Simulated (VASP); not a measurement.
Here is a VASP 6.6.1 calculation.

INCAR

```
SYSTEM = InSb3
  PREC = Accurate
  ENCUT = 520
  EDIFF = 1E-6
  ISMEAR = -1
  SIGMA = 0.05
  LREAL = .False.
  LASPH = .True.
  NELM = 100
  ALGO = Normal
  ISIF = 2
  LWAVE = .False.
  LCHARG = .False.
  GGA = PS
  NBANDS = 22
```

The input KPOINTS:

```
regular mesh
0
Gamma
  11 11 11
  0 0 0
```

POSCAR

```
InSb3
1.0
    0.0000000000      3.7275868417      3.7275868417
    3.7275868417      0.0000000000      3.7275868417
    3.7275868417      3.7275868417      0.0000000000
In Sb
1 3
Direct
    0.0000000000      0.0000000000      0.0000000000
    0.2500000000      0.2500000000      0.2500000000
    0.7500000000      0.7500000000      0.7500000000
    0.5000000000      0.5000000000      0.5000000000
```

Potentials or basis: VASP PAW PBE potentials, release 64 (In_d, Sb).

Run with:

```bash
$ cat potpaw_PBE.64/In_d/POTCAR potpaw_PBE.64/Sb/POTCAR > POTCAR
$ mpirun -np 1 vasp_std > vasp.out
```

What does it give for the band gap on the k mesh?

Zero (bands 14 and 15 overlap by 3.24 eV).

Estimate the pressure.

0.0 GPa.

Caveat: the PAW data sets were made with another functional, which shifts forces and pressure a little; spin-orbit coupling is left out, which moves the levels of the heavy elements.
